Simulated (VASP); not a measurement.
Crystal: LiH.

```
Li H
1.0
     2.50166    0.00000    0.00000
     0.00000    2.50166    0.00000
     0.00000    0.00000    2.35831
Li H
1 1
Direct
  0.00000 0.00000 0.00000
  0.50000 0.50000 0.50000
```

This cell differs from its parent crystal: uniaxial z strain -5.7%.

Base run:

| Property | Result |
| --- | --- |
| Program | VASP 6.6.1 |
| Functional | r2SCAN |
| Potentials or basis | VASP PAW PBE potentials, release 64 (Li_sv, H) |
| Cutoff | 520 eV |
| k mesh | 10 × 10 × 10 |
| Occupations | gaussian, width 0.01 eV |
| Spin | no spin polarisation |

Its results: band gap on the k mesh 1.03 eV, indirect (least direct gap 4.72 eV).

Question: The run is repeated on the same cell with these changes: functional from r2SCAN to PBE; occupations from gaussian, width 0.01 eV to fermi-dirac, width 0.02 eV. What comes out?

Answer: Band gap on the k mesh 0.46 eV, indirect (least direct gap 4.04 eV).

A k mesh can miss the band edges.
